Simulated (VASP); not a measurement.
A run of VASP 6.6.1:

INCAR

```
SYSTEM = SiGe3
PREC = Accurate
ENCUT = 520
EDIFF = 1E-6
ISMEAR = 0
SIGMA = 0.2
LREAL = .False.
LASPH = .True.
NELM = 60
ALGO = Normal
ISIF = 2
LWAVE = .False.
LCHARG = .False.
GGA = PE
NBANDS = 56
```

The input KPOINTS:

```
Automatic mesh
0
Gamma
  6 6 2
  0 0 0
```

The input POSCAR:

```
SiGe3
1.0
    4.0203656718     -0.0005117578      0.0006209356
   -0.0005091082      4.0203422255      0.0002776754
    0.0018047538     -0.0001576771     11.3196507756
Si Ge
2 6
Direct
    0.5000452882      0.4999063542      0.2499990317
    0.4999696662      0.5000416243      0.7499974681
   -0.0000785598      0.0001174062      0.4999982426
   -0.0000661474     -0.0000326899      0.0000037909
    0.4999998676     -0.0000951131      0.3717126708
    0.4999943014      0.0000190380      0.8717189839
    0.0001012038      0.4999432984      0.1282861036
    0.0000343799      0.5001000820      0.6282837083
```

Potentials or basis: VASP PAW PBE potentials, release 64 (Si, Ge_d).

Launch:

```bash
$ cat potpaw_PBE.64/Si/POTCAR potpaw_PBE.64/Ge_d/POTCAR > POTCAR
$ mpirun -np 1 vasp_std > vasp.out
```

Hardware: 1 thread of AMD EPYC 9R45 96-Core Processor (Zen 5), on a shared host.

Q: How long does it take, and how much memory?

A: Wall time 3.5 min on 1 thread of AMD EPYC 9R45 96-Core Processor (Zen 5) (shared host), peak memory 0.41 GiB. Counts: scf iterations 14, k points 40.
